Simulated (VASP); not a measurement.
# RbCl (Fm-3m) in VASP: a series of runs

The runs below take RbCl through single point, with PBE.

Everything below comes from runs of VASP 6.6.1. Logs are shortened: lines on timing, memory, paths and dates and some standing lists are left out, and cuts for length are marked.

## (1) The cell of the first run

It takes space group Fm-3m (No. 225, cubic). The conventional cell has a = 6.612 Å, b = 6.612 Å, c = 6.612 Å, α = 90.00°, β = 90.00°, γ = 90.00°. Rb (site symmetry m-3m) has 6 Cl at 3.31 Å within 4.3 Å. Within 4.3 Å of Cl (site symmetry m-3m) lie 6 Rb at 3.31 Å.

## (2) Single point, PBE

Input file INCAR:

```
  ALGO = Normal
  EDIFF = 1E-6
  ENCUT = 500
  GGA = PE
  GGA_COMPAT = False
  ISIF = 2
  ISMEAR = 0
  LASPH = True
  LCHARG = False
  LREAL = False
  LWAVE = False
  NBANDS = 15
  NELM = 120
  PREC = Accurate
  SIGMA = 0.01
```

Input file KPOINTS:

```
k-points
0
Gamma
  6 6 6
```

Input file POSCAR:

```
RbCl
1.0
    0.0000000000      3.3058128251      3.3058128251
    3.3058128251      0.0000000000      3.3058128251
    3.3058128251      3.3058128251      0.0000000000
Rb Cl
1 1
Direct
    0.0000000000      0.0000000000      0.0000000000
    0.5000000000      0.5000000000      0.5000000000
```

Potentials or basis: VASP PAW PBE potentials, release 64 (Rb_sv, Cl).

Started as:

```
> cat potpaw_PBE.64/Rb_sv/POTCAR potpaw_PBE.64/Cl/POTCAR > POTCAR
> mpirun -np 1 vasp_std > vasp.out
```

OUTCAR:

```text
EDIFF = 1E-6
   ENCUT = 500
   GGA = PE
   ISIF = 2
   ISMEAR = 0
   LASPH = True
   LREAL = False
   NELM = 120
   PREC = Accurate

 ion  position               nearest neighbor table
   1  0.000  0.000  0.000-   2 3.31   2 3.31   2 3.31   2 3.31   2 3.31   2 3.31
   2  0.500  0.500  0.500-   1 3.31   1 3.31   1 3.31   1 3.31   1 3.31   1 3.31

  LATTYP: Found a face centered cubic cell.
 ALAT       =     6.6116256502

  Lattice vectors:

 A1 = (   0.0000000000,   3.3058128251,   3.3058128251)
 A2 = (   3.3058128251,   0.0000000000,   3.3058128251)
 A3 = (   3.3058128251,   3.3058128251,   0.0000000000)

Analysis of symmetry for initial positions (statically):
=====================================================================
 Subroutine PRICEL returns:
 Original cell was already a primitive cell.

 Routine SETGRP: Setting up the symmetry group for a
 face centered cubic supercell.

 Subroutine GETGRP returns: Found 48 space group operations
 (whereof 48 operations were pure point group operations)
 out of a pool of 48 trial point group operations.

The static configuration has the point symmetry O_h .

Analysis of symmetry for dynamics (positions and initial velocities):
=====================================================================
 Subroutine PRICEL returns:
 Original cell was already a primitive cell.

 Routine SETGRP: Setting up the symmetry group for a
 face centered cubic supercell.

 Subroutine GETGRP returns: Found 48 space group operations
 (whereof 48 operations were pure point group operations)
 out of a pool of 48 trial point group operations.

The dynamic configuration has the point symmetry O_h .

 Subroutine INISYM returns: Found 48 space group operations
 (whereof 48 operations are pure point group operations),
 and found     1 'primitive' translations

----------------------------------------------------------------------------------------

                                     Primitive cell

  volume of cell :      72.2545

  direct lattice vectors                    reciprocal lattice vectors
     0.000000000  3.305812825  3.305812825    -0.151248733  0.151248733  0.151248733
     3.305812825  0.000000000  3.305812825     0.151248733 -0.151248733  0.151248733
     3.305812825  3.305812825  0.000000000     0.151248733  0.151248733 -0.151248733

  length of vectors
     4.675125332  4.675125332  4.675125332     0.261970489  0.261970489  0.261970489

  position of ions in fractional coordinates (direct lattice)
     0.000000000  0.000000000  0.000000000
     0.500000000  0.500000000  0.500000000

  ion indices of the primitive-cell ions
[... 79 lines left out ...]
   EMIN   =  10.00;   EMAX   =-10.00  energy-range for DOS
   EFERMI =   0.00;   METHOD = LEGACY
   ISMEAR =     0;   SIGMA  =   0.01  broadening in eV -4-tet -1-fermi 0-gaus
   EFERMI_NEDOS =   21; number of points for ismear=-14 and -15
   IALGO  =     38    algorithm
   IMIX   =      4    mixing-type and parameters
     AMIX     =   0.40;   BMIX     =  1.00
     AMIX_MAG =   1.60;   BMIX_MAG =  1.00
  volume/ion in A,a.u.               =      36.13       243.80
  Fermi-wavevector in a.u.,A,eV,Ry     =   0.990436  1.871653 13.346827  0.980964
  Thomas-Fermi vector in A             =   2.122107
   LORBIT       =      0    0 simple, 1 ext, 2 COOP (PROOUT), +10 PAW based schemes
   GGA     = PE    functional components
   LHFCALC =     F    Hartree Fock is set to
   AEXX    =    0.0000 exact exchange contribution
   IVDW    =     0    specifies the selected vdW correction
   LEPSILON=     F    determine dielectric tensor
   LRPA    =     F    only Hartree local field effects (RPA)
 non-spin polarized calculation
 Gauss-broadening in eV      SIGMA  =   0.01
  energy-cutoff  :      500.00
  volume of cell :       72.25
 maximum number of plane-waves:      1853
 NGX is ok and might be reduce to    36
   NGX = 17   NGY = 17   NGZ = 17

 number of electron      16.0000002 magnetization

 Free energy of the ion-electron system (eV)
  ---------------------------------------------------
  ext. energy  EPLUGINS =         0.00000000
  ---------------------------------------------------
  free energy    TOTEN  =        -6.66990362 eV

  energy without entropy =       -6.66990362  energy(sigma->0) =       -6.66990362

 E-fermi :  -1.8385     XC(G=0):  -7.2965

 val. band max:       -1.9291541291   @ k =   0.0000   0.0000   0.0000
 cond. band min:       3.0246313979   @ k =   0.0000   0.0000   0.0000
 fundamental gap:      4.9537855270
 Fermi energy:        -1.8384512579

 k-point     1 :       0.0000    0.0000    0.0000
  band No.  band energies     occupation
      1     -25.8845      2.00000
      2     -13.9151      2.00000
      3      -9.9334      2.00000
      4      -9.9334      2.00000
      5      -9.9334      2.00000
      6      -1.9292      2.00000
      7      -1.9292      2.00000
      8      -1.9292      2.00000
      9       3.0246      0.00000
     10       6.0552      0.00000
     11       6.0552      0.00000
     12       6.0552      0.00000
     13       7.0297      0.00000
     14       7.0297      0.00000
[... 257 lines left out ...]
      2     -13.8915      2.00000
      3     -10.1404      2.00000
      4     -10.0664      2.00000
      5      -9.9498      2.00000
      6      -2.2791      2.00000
      7      -2.2151      2.00000
      8      -2.1079      2.00000
      9       4.9724      0.00000
     10       6.5905      0.00000
     11       6.8120      0.00000
     12       7.8561      0.00000
     13       8.8692      0.00000
     14       9.7608      0.00000
     15      10.2565      0.00000

------------------------ aborting loop because EDIFF is reached ----------------------------------------

  FORCE on cell =-STRESS in cart. coord.  units (eV):
  Direction    XX          YY          ZZ          XY          YZ          ZX
  --------------------------------------------------------------------------------------
  -------------------------------------------------------------------------------------
  Total        0.2757748      0.2757748      0.2757748      0.0000000     -0.0000000      0.0000000
  in kB        6.1150542      6.1150542      6.1150542      0.0000000     -0.0000000      0.0000000
  external PRESSURE =       6.1150542 kB  Pullay stress =       0.0000000 kB

 VOLUME and BASIS-vectors are now :
 -----------------------------------------------------------------------------
  energy-cutoff  :      500.00
  volume of cell :       72.25
      direct lattice vectors                 reciprocal lattice vectors
     0.000000000  3.305812825  3.305812825    -0.151248733  0.151248733  0.151248733
     3.305812825  0.000000000  3.305812825     0.151248733 -0.151248733  0.151248733
     3.305812825  3.305812825  0.000000000     0.151248733  0.151248733 -0.151248733

 POSITION                                       TOTAL-FORCE (eV/Angst)
 -----------------------------------------------------------------------------------
      0.00000      0.00000      0.00000        -0.000000     -0.000000      0.000000
      3.30581      3.30581      3.30581         0.000000      0.000000     -0.000000
 -----------------------------------------------------------------------------------
    total drift:                                0.000000      0.000000      0.000000

  FREE ENERGIE OF THE ION-ELECTRON SYSTEM (eV)
  ---------------------------------------------------
  free  energy   TOTEN  =        -6.6699036160 eV

  energy  without entropy=       -6.6699036160  energy(sigma->0) =       -6.66990362
```

OSZICAR:

```text
N       E                     dE             d eps       ncg     rms          rms(c)
DAV:   1     0.792890892344E+02    0.79289E+02   -0.67507E+03   480   0.900E+02
DAV:   2    -0.152546639643E+01   -0.80815E+02   -0.74501E+02   674   0.169E+02
DAV:   3    -0.686350730341E+01   -0.53380E+01   -0.53194E+01   655   0.442E+01
DAV:   4    -0.703552556931E+01   -0.17202E+00   -0.17200E+00   712   0.737E+00
DAV:   5    -0.703662080795E+01   -0.10952E-02   -0.10952E-02   669   0.603E-01    0.312E+00
DAV:   6    -0.667671426450E+01    0.35991E+00   -0.50174E-01   585   0.345E+00    0.238E+00
DAV:   7    -0.665394206695E+01    0.22772E-01   -0.12060E-01   641   0.183E+00    0.143E+00
DAV:   8    -0.666815171874E+01   -0.14210E-01   -0.18435E-02   572   0.813E-01    0.175E-01
DAV:   9    -0.666925300269E+01   -0.11013E-02   -0.13816E-03   620   0.200E-01    0.101E-01
DAV:  10    -0.666987958458E+01   -0.62658E-03   -0.55157E-04   515   0.146E-01    0.146E-02
DAV:  11    -0.666989813603E+01   -0.18551E-04   -0.27206E-05   613   0.337E-02    0.126E-02
DAV:  12    -0.666990359916E+01   -0.54631E-05   -0.12514E-05   515   0.202E-02    0.386E-03
DAV:  13    -0.666990361598E+01   -0.16814E-07   -0.24296E-07   541   0.335E-03
   1 F= -.66699036E+01 E0= -.66699036E+01  d E =-.146082E-39
```

Run time: 23 s. Hardware: 1 thread of AMD EPYC 7R43 (Zen 3), shared host; peak memory 0.17 GiB.

Results:

| Quantity | Value |
| --- | --- |
| Free energy | -6.6699 eV |
| Pressure | 0.6 GPa |
| Band gap on the k mesh | 4.95 eV, direct |

Levels at points of the mesh, in eV from the valence-band top:
```tsv
k point	band 5	band 6	band 7	band 8	band 9	band 10	band 11	band 12
(0.00, 0.00, 0.00)	-8.00	0.00	0.00	0.00	4.95	7.98	7.98	7.98
(0.50, 0.00, 0.00)	-7.98	-0.84	-0.33	-0.33	7.70	7.92	10.10	10.10
(0.50, 0.50, 0.00)	-8.10	-0.32	-0.10	-0.10	6.22	8.00	9.64	10.04
```

A hybrid or GW would open this gap; PBE tends to underestimate it.

## (3) Single point, PBE (volume changed by -6%)

Input file INCAR:

```
ALGO     = Normal         # electronic algorithm
EDIFF    = 1E-6           # SCF threshold, eV
ENCUT    = 500            # plane-wave cutoff, eV
GGA      = PE             # functional
GGA_COMPAT= F            
ISIF     = 2              # what is computed and relaxed
ISMEAR   = 0              # smearing method
LASPH    = T              # aspherical terms in the spheres
LCHARG   = T              # write CHGCAR
LELF     = T              # ELF
LREAL    = F              # projectors in reciprocal space
LVHAR    = T            
LWAVE    = F              # write WAVECAR
NBANDS   = 15             # bands
NELM     = 120            # most SCF steps
PREC     = Accurate       # precision mode
SIGMA    = 0.01           # smearing width, eV
```

KPOINTS is that of step 2.

Input file POSCAR:

```
RbCl
1.0
    0.0000000000      3.2797866247      3.2797866247
    3.2797866247      0.0000000000      3.2797866247
    3.2797866247      3.2797866247      0.0000000000
Rb Cl
1 1
Direct
    0.0000000000      0.0000000000      0.0000000000
    0.5000000000      0.5000000000      0.5000000000
```

Potentials or basis: VASP PAW PBE potentials, release 64 (Rb_sv, Cl).

Started as:

```
> cat potpaw_PBE.64/Rb_sv/POTCAR potpaw_PBE.64/Cl/POTCAR > POTCAR
> mpirun -np 1 vasp_std > vasp.out
```

OUTCAR:

```text
EDIFF = 1E-6
   ENCUT = 500
   GGA = PE
   ISIF = 2
   ISMEAR = 0
   LASPH = T
   LREAL = F
   NELM = 120
   PREC = Accurate

 ion  position               nearest neighbor table
   1  0.000  0.000  0.000-   2 3.28   2 3.28   2 3.28   2 3.28   2 3.28   2 3.28
   2  0.500  0.500  0.500-   1 3.28   1 3.28   1 3.28   1 3.28   1 3.28   1 3.28

  LATTYP: Found a face centered cubic cell.
 ALAT       =     6.5595732494

  Lattice vectors:

 A1 = (   0.0000000000,   3.2797866247,   3.2797866247)
 A2 = (   3.2797866247,   0.0000000000,   3.2797866247)
 A3 = (   3.2797866247,   3.2797866247,   0.0000000000)

Analysis of symmetry for initial positions (statically):
=====================================================================
 Subroutine PRICEL returns:
 Original cell was already a primitive cell.

 Routine SETGRP: Setting up the symmetry group for a
 face centered cubic supercell.

 Subroutine GETGRP returns: Found 48 space group operations
 (whereof 48 operations were pure point group operations)
 out of a pool of 48 trial point group operations.

The static configuration has the point symmetry O_h .
[... 165 lines left out ...]
      4      -9.7885      2.00000
      5      -9.7885      2.00000
      6      -1.8406      2.00000
      7      -1.8406      2.00000
      8      -1.8406      2.00000
      9       3.1890      0.00000
     10       6.1598      0.00000
     11       6.1598      0.00000
     12       6.1598      0.00000
     13       7.1496      0.00000
     14       7.1496      0.00000
[... 257 lines left out ...]
      2     -13.8246      2.00000
      3     -10.0151      2.00000
      4      -9.9339      2.00000
      5      -9.8051      2.00000
      6      -2.2066      2.00000
      7      -2.1254      2.00000
      8      -2.0188      2.00000
      9       5.0686      0.00000
     10       6.7493      0.00000
     11       7.0185      0.00000
     12       8.0545      0.00000
     13       9.0504      0.00000
     14       9.9629      0.00000
     15      10.4931      0.00000

------------------------ aborting loop because EDIFF is reached ----------------------------------------

  FORCE on cell =-STRESS in cart. coord.  units (eV):
  Direction    XX          YY          ZZ          XY          YZ          ZX
  --------------------------------------------------------------------------------------
  -------------------------------------------------------------------------------------
  Total        0.4610520      0.4610520      0.4610520     -0.0000000     -0.0000000      0.0000000
  in kB       10.4687240     10.4687240     10.4687240     -0.0000000     -0.0000000      0.0000000
  external PRESSURE =      10.4687240 kB  Pullay stress =       0.0000000 kB

 VOLUME and BASIS-vectors are now :
 -----------------------------------------------------------------------------
  energy-cutoff  :      500.00
  volume of cell :       70.56
      direct lattice vectors                 reciprocal lattice vectors
     0.000000000  3.279786625  3.279786625    -0.152448942  0.152448942  0.152448942
     3.279786625  0.000000000  3.279786625     0.152448942 -0.152448942  0.152448942
     3.279786625  3.279786625  0.000000000     0.152448942  0.152448942 -0.152448942

 POSITION                                       TOTAL-FORCE (eV/Angst)
 -----------------------------------------------------------------------------------
      0.00000      0.00000      0.00000        -0.000000      0.000000     -0.000000
      3.27979      3.27979      3.27979         0.000000     -0.000000      0.000000
 -----------------------------------------------------------------------------------
    total drift:                                0.000000      0.000000      0.000000

  FREE ENERGIE OF THE ION-ELECTRON SYSTEM (eV)
  ---------------------------------------------------
  free  energy   TOTEN  =        -6.6607806045 eV

  energy  without entropy=       -6.6607806045  energy(sigma->0) =       -6.66078060
```

OSZICAR:

```text
N       E                     dE             d eps       ncg     rms          rms(c)
DAV:   1     0.801272816024E+02    0.80127E+02   -0.66191E+03   480   0.891E+02
DAV:   2    -0.133018538323E+01   -0.81457E+02   -0.75257E+02   675   0.170E+02
DAV:   3    -0.687750264774E+01   -0.55473E+01   -0.55250E+01   627   0.444E+01
DAV:   4    -0.701886404348E+01   -0.14136E+00   -0.14133E+00   718   0.695E+00
DAV:   5    -0.702003873309E+01   -0.11747E-02   -0.11747E-02   655   0.657E-01    0.322E+00
DAV:   6    -0.666676807665E+01    0.35327E+00   -0.49044E-01   578   0.346E+00    0.247E+00
DAV:   7    -0.664525965634E+01    0.21508E-01   -0.12155E-01   627   0.185E+00    0.146E+00
DAV:   8    -0.665912344586E+01   -0.13864E-01   -0.16152E-02   594   0.795E-01    0.170E-01
DAV:   9    -0.666015173180E+01   -0.10283E-02   -0.14227E-03   606   0.201E-01    0.101E-01
DAV:  10    -0.666075878600E+01   -0.60705E-03   -0.54027E-04   522   0.145E-01    0.156E-02
DAV:  11    -0.666077340898E+01   -0.14623E-04   -0.22830E-05   621   0.304E-02    0.914E-03
DAV:  12    -0.666078053154E+01   -0.71226E-05   -0.12788E-05   522   0.221E-02    0.284E-03
DAV:  13    -0.666078060450E+01   -0.72964E-07   -0.17589E-07   520   0.300E-03
   1 F= -.66607806E+01 E0= -.66607806E+01  d E =-.515430-114
```

stdout:

```text
POSCAR found type information on POSCAR RbCl
 POSCAR found :  2 types and       2 ions
 scaLAPACK will be used
 LDA part: xc-table for (Slater+PW92), standard interpolation
 POSCAR, INCAR and KPOINTS ok, starting setup
 FFT: planning ... GRIDC
 FFT: planning ... GRID_SOFT
 FFT: planning ... GRID
 WAVECAR not read
 entering main loop
```

Run time: 25 s. Hardware: 1 thread of AMD EPYC 7R43 (Zen 3), shared host; peak memory 0.17 GiB.

Results:

```
Free energy            : -6.6608 eV
Pressure               : 1.0 GPa
Band gap on the k mesh : 5.03 eV, direct
```

Levels at points of the mesh, in eV from the valence-band top:
```tsv
k point	band 4	band 5	band 6	band 7	band 8	band 9	band 10	band 11	band 12	band 13
(0.00, 0.00, 0.00)	-7.95	-7.95	0.00	0.00	0.00	5.03	8.00	8.00	8.00	8.99
(0.50, 0.00, 0.00)	-7.96	-7.92	-0.88	-0.35	-0.35	7.78	8.01	10.19	10.19	11.40
(0.50, 0.50, 0.00)	-8.05	-8.05	-0.32	-0.10	-0.10	6.20	8.11	9.77	10.09	10.44
```
